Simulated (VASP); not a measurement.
A run of VASP 6.6.1 is set up as follows.

File INCAR:

```
ALGO = Normal ; EDIFF = 1E-7
ENCUT = 520 ; GGA = PE
ISIF = 2 ; ISMEAR = 0
LASPH = True ; LCHARG = True
LELF = True ; LREAL = False
LVHAR = True ; LWAVE = False
NBANDS = 11 ; NELM = 100
PREC = Accurate ; SIGMA = 0.05
```

KPOINTS

```
k-points
0
Gamma
  12 12 8
```

The input POSCAR:

```
MgO
1.0
    2.9377244759      0.0000000000      0.0000000000
   -1.4688622380      2.5441440255      0.0000000000
    0.0000000000      0.0000000000      2.6797873418
Mg O
1 1
Direct
    0.0000000000      0.0000000000      0.0000000000
    0.3333333333      0.6666666667      0.5000000000
```

Potentials or basis: VASP PAW PBE potentials, release 64 (Mg, O).

Command:

```bash
$ cat potpaw_PBE.64/Mg/POTCAR potpaw_PBE.64/O/POTCAR > POTCAR
$ mpirun -np 1 vasp_std > vasp.out
```

(1) What does it give for the pressure?

(2) What does it give for the band gap on the k mesh?

Answers

(1) -0.6 GPa.

(2) 3.00 eV, indirect (least direct gap 3.40 eV).
